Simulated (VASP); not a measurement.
# Ru (P6/mmm) in VASP: single point with PBEsol

Aim: the single point of Ru with PBEsol.

Program: VASP 6.6.1. These are calculated values, not measurements. Logs are shortened: lines on timing, memory, paths and dates and some standing lists are left out, and cuts for length are marked.

## (1) The cell of the first run

The structure is hexagonal, space group P6/mmm (No. 191). Conventional cell: a = 2.507 Å, b = 2.507 Å, c = 2.323 Å, α = 90.00°, β = 90.00°, γ = 120.00°. Ru (site symmetry 6/mmm) has 8 Ru at 2.32 to 2.51 Å within 3.1 Å.

This isn't the form of Ru at room conditions, which is hcp.

## (2) Single point, PBEsol

File INCAR:

```
PREC = Accurate
ENCUT = 560
EDIFF = 1E-6
ISMEAR = -1
SIGMA = 0.1
LREAL = F
LASPH = T
NELM = 120
ALGO = Normal
ISIF = 2
LWAVE = F
LCHARG = F
GGA = PS
NBANDS = 14
GGA_COMPAT = F
```

File KPOINTS:

```
Automatic mesh
0
Gamma
  18 18 16
```

File POSCAR:

```
Ru
1.0
    2.5073575421      0.0000000000      0.0000000000
   -1.2536787711      2.1714353279      0.0000000000
    0.0000000000      0.0000000000      2.3231806761
Ru
1
Direct
    0.0000000000      0.0000000000      0.0000000000
```

Potentials or basis: VASP PAW PBE potentials, release 64 (Ru_sv).

On the command line:

```
$ cat potpaw_PBE.64/Ru_sv/POTCAR > POTCAR
$ mpirun -np 1 vasp_std > vasp.out
```

OUTCAR:

```text
PREC = Accurate
   ENCUT = 560
   EDIFF = 1E-6
   ISMEAR = -1
   LREAL = F
   LASPH = T
   NELM = 120
   ISIF = 2
   GGA = PS

 ion  position               nearest neighbor table
   1  0.000  0.000  0.000-

  LATTYP: Found a hexagonal cell.
 ALAT       =     2.5073575421
 C/A-ratio  =     0.9265454316

  Lattice vectors:

 A1 = (   2.5073575421,   0.0000000000,   0.0000000000)
 A2 = (  -1.2536787711,   2.1714353279,   0.0000000000)
 A3 = (   0.0000000000,   0.0000000000,   2.3231806761)

Analysis of symmetry for initial positions (statically):
=====================================================================
 Subroutine PRICEL returns:
 Original cell was already a primitive cell.

 Routine SETGRP: Setting up the symmetry group for a
 hexagonal supercell.

 Subroutine GETGRP returns: Found 24 space group operations
 (whereof 24 operations were pure point group operations)
 out of a pool of 24 trial point group operations.

The static configuration has the point symmetry D_6h.

Analysis of symmetry for dynamics (positions and initial velocities):
=====================================================================
 Subroutine PRICEL returns:
 Original cell was already a primitive cell.

 Routine SETGRP: Setting up the symmetry group for a
 hexagonal supercell.

 Subroutine GETGRP returns: Found 24 space group operations
 (whereof 24 operations were pure point group operations)
 out of a pool of 24 trial point group operations.

The dynamic configuration has the point symmetry D_6h.

 Subroutine INISYM returns: Found 24 space group operations
 (whereof 24 operations are pure point group operations),
 and found     1 'primitive' translations

----------------------------------------------------------------------------------------

                                     Primitive cell

  volume of cell :      12.6487

  direct lattice vectors                    reciprocal lattice vectors
     2.507357542  0.000000000  0.000000000     0.398826248  0.230262441  0.000000000
    -1.253678771  2.171435328  0.000000000     0.000000000  0.460524883  0.000000000
     0.000000000  0.000000000  2.323180676     0.000000000  0.000000000  0.430444352

  length of vectors
     2.507357542  2.507357542  2.323180676     0.460524883  0.460524883  0.430444352

  position of ions in fractional coordinates (direct lattice)
     0.000000000  0.000000000  0.000000000

  ion indices of the primitive-cell ions
   primitive index   ion index
                 1           1

----------------------------------------------------------------------------------------

 KPOINTS: Automatic mesh

Automatic generation of k-mesh.
 Grid dimensions read from file:
 generate k-points for:   18   18   16

 Generating k-lattice:

  Cartesian coordinates                     Fractional coordinates (reciprocal lattice)
     0.022157014  0.012792358  0.000000000     0.055555556 -0.000000000  0.000000000
     0.000000000  0.025584716  0.000000000     0.000000000  0.055555556  0.000000000
     0.000000000  0.000000000  0.026902772     0.000000000  0.000000000  0.062500000

  Length of vectors
     0.025584716  0.025584716  0.026902772

  Shift w.r.t. Gamma in fractional coordinates (k-lattice)
     0.000000000  0.000000000  0.000000000

 Subroutine IBZKPT returns following result:
 ===========================================

 Found    333 irreducible k-points:

 Following reciprocal coordinates:
            Coordinates               Weight
  0.000000  0.000000  0.000000      1.000000
  0.055556 -0.000000  0.000000      6.000000
  0.111111 -0.000000  0.000000      6.000000
  0.166667  0.000000  0.000000      6.000000
  0.222222  0.000000  0.000000      6.000000
  0.277778  0.000000  0.000000      6.000000
[... 16 lines left out ...]
  0.333333  0.111111  0.000000     12.000000
  0.388889  0.111111  0.000000     12.000000
 [... further k-points ...]
   k-points           NKPTS =    333   k-points in BZ     NKDIM =    333   number of bands    NBANDS=     14
   number of dos      NEDOS =    301   number of ions     NIONS =      1
   total plane-waves  NPLWV =   7200
   dimension x,y,z NGX =    20 NGY =   20 NGZ =   18
   dimension x,y,z NGXF=    40 NGYF=   40 NGZF=   36
   ions per type =               1
   NGX,Y,Z   is equivalent  to a cutoff of  13.26, 13.26, 12.88 a.u.
   NGXF,Y,Z  is equivalent  to a cutoff of  26.52, 26.52, 25.76 a.u.
 SYSTEM =  unknown system
   PREC   = accura    normal or accurate (medium, high low for compatibility)
   ISTART =      0    job   : 0-new  1-cont  2-samecut
   ICHARG =      2    charge: 1-file 2-atom 10-const
   ISPIN  =      1    spin polarized calculation?
   LNONCOLLINEAR =      F non collinear calculations
   LSORBIT =      F    spin-orbit coupling
   LASPH  =      T    aspherical Exc in radial PAW
   ENCUT  =  560.0 eV  41.16 Ry    6.42 a.u.   4.84  4.84  4.48*2*pi/ulx,y,z
   NELM   =    120;   NELMIN=  2; NELMDL= -5     # of ELM steps
   EDIFF  = 0.1E-05   stopping-criterion for ELM
   LREAL  =      F    real-space projection
   EDIFFG = 0.1E-04   stopping-criterion for IOM
   NSW    =      0    number of steps for IOM
   IBRION =     -1    ionic relax: 0-MD 1-quasi-New 2-CG
   NFREE  =      0    steps in history (QN), initial steepest desc. (CG)
   ISIF   =      2    stress and relaxation
   ISYM   =      2    0-nonsym 1-usesym 2-fastsym
   POTIM  = 0.5000    time-step for ionic-motion
   TEBEG  =    0.0;   TEEND  =   0.0 temperature during run
   PSTRESS=    0.0 pullay stress
   NELECT =      16.0000    total number of electrons
   NUPDOWN=      -1.0000    fix difference up-down
   EMIN   =  10.00;   EMAX   =-10.00  energy-range for DOS
   EFERMI =   0.00;   METHOD = LEGACY
   ISMEAR =    -1;   SIGMA  =   0.10  broadening in eV -4-tet -1-fermi 0-gaus
   EFERMI_NEDOS =   21; number of points for ismear=-14 and -15
   IALGO  =     38    algorithm
   IMIX   =      4    mixing-type and parameters
     AMIX     =   0.40;   BMIX     =  1.00
     AMIX_MAG =   1.60;   BMIX_MAG =  1.00
  volume/ion in A,a.u.               =      12.65        85.36
  Fermi-wavevector in a.u.,A,eV,Ry     =   1.770514  3.345787 42.650467  3.134721
  Thomas-Fermi vector in A             =   2.837289
   LORBIT       =      0    0 simple, 1 ext, 2 COOP (PROOUT), +10 PAW based schemes
   GGA     = PS    functional components
   LHFCALC =     F    Hartree Fock is set to
   AEXX    =    0.0000 exact exchange contribution
   IVDW    =     0    specifies the selected vdW correction
   LEPSILON=     F    determine dielectric tensor
   LRPA    =     F    only Hartree local field effects (RPA)
 non-spin polarized calculation
  energy-cutoff  :      560.00
  volume of cell :       12.65
 maximum number of plane-waves:       399
 NGX is ok and might be reduce to    20
   NGX =  9   NGY =  9   NGZ =  9

 number of electron      15.9999998 magnetization

 Free energy of the ion-electron system (eV)
  ---------------------------------------------------
  ext. energy  EPLUGINS =         0.00000000
  ---------------------------------------------------
  free energy    TOTEN  =        -9.06534022 eV

  energy without entropy =       -9.02886640  energy(sigma->0) =       -9.04710331

 E-fermi :  16.6856     XC(G=0): -14.7604

 val. band max:       16.6821898600   @ k =   0.4444   0.0556   0.1875
 cond. band min:      16.6869626940   @ k =   0.2222   0.0000   0.2500
 fundamental gap:      0.0047728340
 Fermi energy:        16.6855644522

 k-point     1 :       0.0000    0.0000    0.0000
  band No.  band energies     occupation
      1     -56.5953      2.00000
      2     -25.6943      2.00000
      3     -25.6943      2.00000
      4     -25.5756      2.00000
      5       8.1963      2.00000
      6       9.7997      2.00000
      7      13.6867      2.00000
      8      13.6867      2.00000
      9      19.1324      0.00000
     10      19.1324      0.00000
     11      31.5042      0.00000
     12      35.1336      0.00000
     13      40.3708      0.00000
     14      40.3708      0.00000

 k-point     2 :       0.0556   -0.0000    0.0000
  band No.  band energies     occupation
      1     -56.5872      2.00000
      2     -25.7448      2.00000
      3     -25.7056      2.00000
      4     -25.5704      2.00000
      5       8.3401      2.00000
      6       9.8559      2.00000
      7      13.5646      2.00000
      8      13.8117      2.00000
      9      19.0033      0.00000
     10      19.1102      0.00000
     11      31.7959      0.00000
     12      35.3970      0.00000
     13      39.5423      0.00000
     14      40.0369      0.00000

 k-point     3 :       0.1111   -0.0000    0.0000
  band No.  band energies     occupation
      1     -56.5640      2.00000
      2     -25.8889      2.00000
      3     -25.7382      2.00000
      4     -25.5554      2.00000
      5       8.7403      2.00000
      6      10.0250      2.00000
      7      13.2546      2.00000
      8      14.1809      2.00000
      9      18.6484      0.00000
     10      19.0467      0.00000
     11      32.5745      0.00000
     12      36.1457      0.00000
     13      37.9193      0.00000
     14      39.1901      0.00000
[... 324 lines left out ...]
 k-point    23 :       0.3333    0.1111    0.0000
  band No.  band energies     occupation
      1     -56.3451      2.00000
      2     -27.0576      2.00000
      3     -26.1297      2.00000
      4     -25.4149      2.00000
      5      10.2864      2.00000
      6      11.1027      2.00000
      7      14.8210      2.00000
      8      16.2754      1.96744
      9      18.2599      0.00000
     10      19.5890      0.00000
     11      28.3560      0.00000
     12      31.5896      0.00000
     13      37.3370      0.00000
     14      42.4876      0.00000

 k-point    24 :       0.3889    0.1111    0.0000
  band No.  band energies     occupation
      1     -56.3224      2.00000
      2     -27.1700      2.00000
      3     -26.1698      2.00000
      4     -25.4004      2.00000
      5      10.0863      2.00000
      6      11.2757      2.00000
      7      15.6639      1.99993
      8      16.0794      1.99535
      9      18.1811      0.00000
     10      20.4563      0.00000
     11      27.2393      0.00000
     12      30.8624      0.00000
     13      36.8099      0.00000
     14      42.7356      0.00000

 [... further k-points ...]
[... 5 lines left out ...]
  --------------------------------------------------------------------------------------
  -------------------------------------------------------------------------------------
  Total        4.0710967      4.0710967      4.0788355     -0.0000000      0.0000000      0.0000000
  in kB      515.6747212    515.6747213    516.6549811     -0.0000000      0.0000000      0.0000000
  external PRESSURE =     516.0014745 kB  Pullay stress =       0.0000000 kB

 VOLUME and BASIS-vectors are now :
 -----------------------------------------------------------------------------
  energy-cutoff  :      560.00
  volume of cell :       12.65
      direct lattice vectors                 reciprocal lattice vectors
     2.507357542  0.000000000  0.000000000     0.398826248  0.230262441  0.000000000
    -1.253678771  2.171435328  0.000000000     0.000000000  0.460524883  0.000000000
     0.000000000  0.000000000  2.323180676     0.000000000  0.000000000  0.430444352

 POSITION                                       TOTAL-FORCE (eV/Angst)
 -----------------------------------------------------------------------------------
      0.00000      0.00000      0.00000        -0.000000      0.000000      0.000000
 -----------------------------------------------------------------------------------
    total drift:                               -0.000000      0.000000      0.000000

  FREE ENERGIE OF THE ION-ELECTRON SYSTEM (eV)
  ---------------------------------------------------
  free  energy   TOTEN  =        -9.0653402227 eV

  energy  without entropy=       -9.0288664029  energy(sigma->0) =       -9.04710331
```

Wall time 23 s (1 thread of Intel Xeon 6975P-C (Granite Rapids), shared host); peak memory 0.17 GiB.

Results:

```yaml
Free_energy: -9.0653 eV
Pressure: 51.6 GPa
Band_gap_on_the_k_mesh: zero (bands 8 and 9 overlap by 4.51 eV)
```

Caveat: the cell stands under pressure; the PAW data sets were made with another functional, which shifts forces and pressure a little.
